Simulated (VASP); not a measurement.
# BaLiF3 (Pm-3m) in VASP: single point with LDA

Aim: the single point of BaLiF3 with LDA.

Everything below comes from runs of VASP 6.6.1. Logs are shortened: lines on timing, memory, paths and dates and some standing lists are left out, and cuts for length are marked.

**1. The cell of the first run**

It takes space group Pm-3m (No. 221, cubic). The conventional cell has a = 3.929 Å, b = 3.929 Å, c = 3.929 Å, α = 90.00°, β = 90.00°, γ = 90.00°. Ba (site symmetry m-3m) has 12 F at 2.78 Å and 8 Li at 3.40 Å within 3.7 Å. Within 2.6 Å of Li (site symmetry m-3m) lie 6 F at 1.96 Å. F (site symmetry 4/mmm) has 2 Li at 1.96 Å within 2.6 Å.

**2. Single point, LDA (strain -0.015 along x and y, -0.015 along z)**

Contents of INCAR:

```
SYSTEM = BaLiF3
PREC     = Accurate       ! precision mode
ENCUT    = 1350           ! plane-wave cutoff, eV
EDIFF    = 1E-6           ! SCF threshold, eV
ISMEAR   = 0              ! smearing method
SIGMA    = 0.05           ! smearing width, eV
LREAL    = .False.        ! projectors in reciprocal space
LASPH    = .True.         ! aspherical terms in the spheres
NELM     = 120            ! most SCF steps
ALGO     = Normal         ! electronic algorithm
ISIF     = 2              ! what is computed and relaxed
LWAVE    = .False.        ! write WAVECAR
LCHARG   = .True.         ! write CHGCAR
LELF     = .True.         ! ELF
LVHAR    = .True.       
NBANDS   = 25             ! bands
GGA_COMPAT= .False.
```

Contents of KPOINTS:

```
regular mesh
0
Gamma
  6 6 6
  0 0 0
```

Contents of POSCAR:

```
BaLiF3
1.0
    3.9287529154      0.0000000000      0.0000000000
    0.0000000000      3.9287529154      0.0000000000
    0.0000000000      0.0000000000      3.9287529154
Ba Li F
1 1 3
Direct
    0.0000000000      0.0000000000      0.0000000000
    0.5000000000      0.5000000000      0.5000000000
    0.0000000000      0.5000000000      0.5000000000
    0.5000000000      0.5000000000      0.0000000000
    0.5000000000      0.0000000000      0.5000000000
```

Potentials or basis: VASP PAW LDA potentials, release 64 (Ba_sv, Li_sv, F_h).

Started as:

```console
> cat potpaw_LDA.64/Ba_sv/POTCAR potpaw_LDA.64/Li_sv/POTCAR potpaw_LDA.64/F_h/POTCAR > POTCAR
> mpirun -np 1 vasp_std > vasp.out
```

OUTCAR:

```text
SYSTEM = BaLiF3
   PREC = Accurate
   ENCUT = 1350
   EDIFF = 1E-6
   ISMEAR = 0
   LREAL = .False.
   LASPH = .True.
   NELM = 120
   ISIF = 2

 ion  position               nearest neighbor table
   1  0.000  0.000  0.000-   3 2.78   4 2.78   5 2.78   3 2.78   5 2.78   3 2.78   4 2.78   3 2.78
                             4 2.78   5 2.78   5 2.78   4 2.78   2 3.40   2 3.40   2 3.40   2 3.40
   2  0.500  0.500  0.500-   3 1.96   4 1.96   5 1.96   4 1.96   5 1.96   3 1.96   1 3.40   1 3.40
                             1 3.40   1 3.40   1 3.40   1 3.40   1 3.40   1 3.40
   3  0.000  0.500  0.500-   2 1.96   2 1.96   1 2.78   1 2.78   1 2.78   1 2.78
   4  0.500  0.500  0.000-   2 1.96   2 1.96   1 2.78   1 2.78   1 2.78   1 2.78
   5  0.500  0.000  0.500-   2 1.96   2 1.96   1 2.78   1 2.78   1 2.78   1 2.78

  LATTYP: Found a simple cubic cell.
 ALAT       =     3.9287529154

  Lattice vectors:

 A1 = (   3.9287529154,   0.0000000000,   0.0000000000)
 A2 = (   0.0000000000,   3.9287529154,   0.0000000000)
 A3 = (   0.0000000000,   0.0000000000,   3.9287529154)

Analysis of symmetry for initial positions (statically):
=====================================================================
 Subroutine PRICEL returns:
 Original cell was already a primitive cell.

 Routine SETGRP: Setting up the symmetry group for a
 simple cubic supercell.

 Subroutine GETGRP returns: Found 48 space group operations
 (whereof 48 operations were pure point group operations)
 out of a pool of 48 trial point group operations.

The static configuration has the point symmetry O_h .

Analysis of symmetry for dynamics (positions and initial velocities):
=====================================================================
 Subroutine PRICEL returns:
 Original cell was already a primitive cell.

 Routine SETGRP: Setting up the symmetry group for a
 simple cubic supercell.

 Subroutine GETGRP returns: Found 48 space group operations
 (whereof 48 operations were pure point group operations)
 out of a pool of 48 trial point group operations.

The dynamic configuration has the point symmetry O_h .

 Subroutine INISYM returns: Found 48 space group operations
 (whereof 48 operations are pure point group operations),
 and found     1 'primitive' translations

----------------------------------------------------------------------------------------

                                     Primitive cell

  volume of cell :      60.6407

  direct lattice vectors                    reciprocal lattice vectors
     3.928752915  0.000000000  0.000000000     0.254533696  0.000000000  0.000000000
     0.000000000  3.928752915  0.000000000     0.000000000  0.254533696  0.000000000
     0.000000000  0.000000000  3.928752915     0.000000000  0.000000000  0.254533696

  length of vectors
     3.928752915  3.928752915  3.928752915     0.254533696  0.254533696  0.254533696

  position of ions in fractional coordinates (direct lattice)
     0.000000000  0.000000000  0.000000000
     0.500000000  0.500000000  0.500000000
     0.000000000  0.500000000  0.500000000
     0.500000000  0.500000000  0.000000000
     0.500000000  0.000000000  0.500000000

  ion indices of the primitive-cell ions
   primitive index   ion index
                 1           1
                 2           2
                 3           3
                 4           4
                 5           5

----------------------------------------------------------------------------------------

 KPOINTS: regular mesh

Automatic generation of k-mesh.
 Grid dimensions read from file:
 generate k-points for:    6    6    6

 Generating k-lattice:

  Cartesian coordinates                     Fractional coordinates (reciprocal lattice)
     0.042422283  0.000000000  0.000000000     0.166666667  0.000000000  0.000000000
     0.000000000  0.042422283  0.000000000     0.000000000  0.166666667  0.000000000
     0.000000000  0.000000000  0.042422283     0.000000000  0.000000000  0.166666667

  Length of vectors
     0.042422283  0.042422283  0.042422283

  Shift w.r.t. Gamma in fractional coordinates (k-lattice)
     0.000000000  0.000000000  0.000000000

 Subroutine IBZKPT returns following result:
 ===========================================

 Found     20 irreducible k-points:

 Following reciprocal coordinates:
            Coordinates               Weight
  0.000000  0.000000  0.000000      1.000000
  0.166667  0.000000  0.000000      6.000000
  0.333333  0.000000  0.000000      6.000000
  0.500000  0.000000  0.000000      3.000000
  0.166667  0.166667  0.000000     12.000000
  0.333333  0.166667  0.000000     24.000000
[... 12 lines left out ...]
  0.500000  0.500000  0.333333      6.000000
  0.500000  0.500000  0.500000      1.000000
   k-points           NKPTS =     20   k-points in BZ     NKDIM =     20   number of bands    NBANDS=     25
   number of dos      NEDOS =    301   number of ions     NIONS =      5
   total plane-waves  NPLWV = 110592
   dimension x,y,z NGX =    48 NGY =   48 NGZ =   48
   dimension x,y,z NGXF=    96 NGYF=   96 NGZF=   96
   ions per type =               1   1   3
   NGX,Y,Z   is equivalent  to a cutoff of  20.31, 20.31, 20.31 a.u.
   NGXF,Y,Z  is equivalent  to a cutoff of  40.62, 40.62, 40.62 a.u.
 SYSTEM =  BaLiF3
   PREC   = accura    normal or accurate (medium, high low for compatibility)
   ISTART =      0    job   : 0-new  1-cont  2-samecut
   ICHARG =      2    charge: 1-file 2-atom 10-const
   ISPIN  =      1    spin polarized calculation?
   LNONCOLLINEAR =      F non collinear calculations
   LSORBIT =      F    spin-orbit coupling
   LASPH  =      T    aspherical Exc in radial PAW
   ENCUT  = 1350.0 eV  99.22 Ry    9.96 a.u.  11.77 11.77 11.77*2*pi/ulx,y,z
   NELM   =    120;   NELMIN=  2; NELMDL= -5     # of ELM steps
   EDIFF  = 0.1E-05   stopping-criterion for ELM
   LREAL  =      F    real-space projection
   EDIFFG = 0.1E-04   stopping-criterion for IOM
   NSW    =      0    number of steps for IOM
   IBRION =     -1    ionic relax: 0-MD 1-quasi-New 2-CG
   NFREE  =      0    steps in history (QN), initial steepest desc. (CG)
   ISIF   =      2    stress and relaxation
   ISYM   =      2    0-nonsym 1-usesym 2-fastsym
   POTIM  = 0.5000    time-step for ionic-motion
   TEBEG  =    0.0;   TEEND  =   0.0 temperature during run
   PSTRESS=    0.0 pullay stress
   NELECT =      34.0000    total number of electrons
   NUPDOWN=      -1.0000    fix difference up-down
   EMIN   =  10.00;   EMAX   =-10.00  energy-range for DOS
   EFERMI =   0.00;   METHOD = LEGACY
   ISMEAR =     0;   SIGMA  =   0.05  broadening in eV -4-tet -1-fermi 0-gaus
   EFERMI_NEDOS =   21; number of points for ismear=-14 and -15
   IALGO  =     38    algorithm
   IMIX   =      4    mixing-type and parameters
     AMIX     =   0.40;   BMIX     =  1.00
     AMIX_MAG =   1.60;   BMIX_MAG =  1.00
  volume/ion in A,a.u.               =      12.13        81.84
  Fermi-wavevector in a.u.,A,eV,Ry     =   1.349936  2.551009 24.794256  1.822326
  Thomas-Fermi vector in A             =   2.477482
   LORBIT       =      0    0 simple, 1 ext, 2 COOP (PROOUT), +10 PAW based schemes
   GGA     = CA    functional components
   LHFCALC =     F    Hartree Fock is set to
   AEXX    =    0.0000 exact exchange contribution
   IVDW    =     0    specifies the selected vdW correction
   LEPSILON=     F    determine dielectric tensor
   LRPA    =     F    only Hartree local field effects (RPA)
 non-spin polarized calculation
 Gauss-broadening in eV      SIGMA  =   0.05
  energy-cutoff  :     1350.00
  volume of cell :       60.64
 maximum number of plane-waves:      6872
 NGX is ok and might be reduce to    48
   NGX = 23   NGY = 23   NGZ = 23

 number of electron      33.9999993 magnetization

 Free energy of the ion-electron system (eV)
  ---------------------------------------------------
  ext. energy  EPLUGINS =         0.00000000
  ---------------------------------------------------
  free energy    TOTEN  =       -29.30297648 eV

  energy without entropy =      -29.30297648  energy(sigma->0) =      -29.30297648

 E-fermi :   0.1368     XC(G=0): -10.9615

 val. band max:       -0.1466834948   @ k =   0.0000   0.0000   0.0000
 cond. band min:       6.3939867344   @ k =   0.0000   0.0000   0.0000
 fundamental gap:      6.5406702292
 Fermi energy:         0.1368187130

 k-point     1 :       0.0000    0.0000    0.0000
  band No.  band energies     occupation
      1     -39.6957      2.00000
      2     -23.4594      2.00000
      3     -19.4319      2.00000
      4     -19.0482      2.00000
      5     -19.0482      2.00000
      6      -8.4714      2.00000
[... 17 lines left out ...]
     24      16.8451      0.00000
     25      16.8452      0.00000

 k-point     2 :       0.1667    0.0000    0.0000
  band No.  band energies     occupation
      1     -39.6952      2.00000
      2     -23.4109      2.00000
      3     -19.4720      2.00000
      4     -19.1069      2.00000
      5     -19.0437      2.00000
      6      -8.4424      2.00000
[... 17 lines left out ...]
     24      16.0836      0.00000
     25      17.0357      0.00000

 k-point     3 :       0.3333    0.0000    0.0000
  band No.  band energies     occupation
      1     -39.6941      2.00000
      2     -23.3078      2.00000
      3     -19.5854      2.00000
      4     -19.1955      2.00000
      5     -19.0347      2.00000
      6      -8.3858      2.00000
[... 440 lines left out ...]
 k-point    19 :       0.5000    0.5000    0.3333
  band No.  band energies     occupation
      1     -39.6899      2.00000
      2     -23.0484      2.00000
      3     -19.3566      2.00000
      4     -19.3566      2.00000
      5     -19.3331      2.00000
      6      -9.0875      2.00000
[... 17 lines left out ...]
     24      15.5145      0.00000
     25      15.5687      0.00000

 k-point    20 :       0.5000    0.5000    0.5000
  band No.  band energies     occupation
      1     -39.6893      2.00000
      2     -23.0284      2.00000
      3     -19.3425      2.00000
      4     -19.3425      2.00000
      5     -19.3425      2.00000
      6      -9.1927      2.00000
[... 17 lines left out ...]
     24      16.1047      0.00000
     25      16.1118      0.00000

------------------------ aborting loop because EDIFF is reached ----------------------------------------

  FORCE on cell =-STRESS in cart. coord.  units (eV):
  Direction    XX          YY          ZZ          XY          YZ          ZX
  --------------------------------------------------------------------------------------
  -------------------------------------------------------------------------------------
  Total       -0.8115850     -0.8115850     -0.8115850     -0.0000000     -0.0000000      0.0000000
  in kB      -21.4427476    -21.4427476    -21.4427476     -0.0000000     -0.0000000      0.0000000
  external PRESSURE =     -21.4427476 kB  Pullay stress =       0.0000000 kB

 VOLUME and BASIS-vectors are now :
 -----------------------------------------------------------------------------
  energy-cutoff  :     1350.00
  volume of cell :       60.64
      direct lattice vectors                 reciprocal lattice vectors
     3.928752915  0.000000000  0.000000000     0.254533696  0.000000000  0.000000000
     0.000000000  3.928752915  0.000000000     0.000000000  0.254533696  0.000000000
     0.000000000  0.000000000  3.928752915     0.000000000  0.000000000  0.254533696

 POSITION                                       TOTAL-FORCE (eV/Angst)
 -----------------------------------------------------------------------------------
      0.00000      0.00000      0.00000         0.000000      0.000000      0.000000
      1.96438      1.96438      1.96438         0.000000      0.000000      0.000000
      0.00000      1.96438      1.96438         0.000000      0.000000      0.000000
      1.96438      1.96438      0.00000         0.000000      0.000000      0.000000
      1.96438      0.00000      1.96438         0.000000      0.000000      0.000000
 -----------------------------------------------------------------------------------
    total drift:                                0.000000      0.000000     -0.000000

  FREE ENERGIE OF THE ION-ELECTRON SYSTEM (eV)
  ---------------------------------------------------
  free  energy   TOTEN  =       -29.3029764810 eV

  energy  without entropy=      -29.3029764810  energy(sigma->0) =      -29.30297648
```

Wall time 61 s (1 thread of AMD EPYC 9R45 (Zen 5), shared host); peak memory 0.31 GiB.

What came out:

```
Free energy            : -29.3030 eV
Pressure               : -2.1 GPa
Band gap on the k mesh : 6.54 eV
```

Caveat: the cell differs from its parent crystal (strain -0.015 along x and y, -0.015 along z); spin-orbit coupling is left out, which moves the levels of the heavy elements.
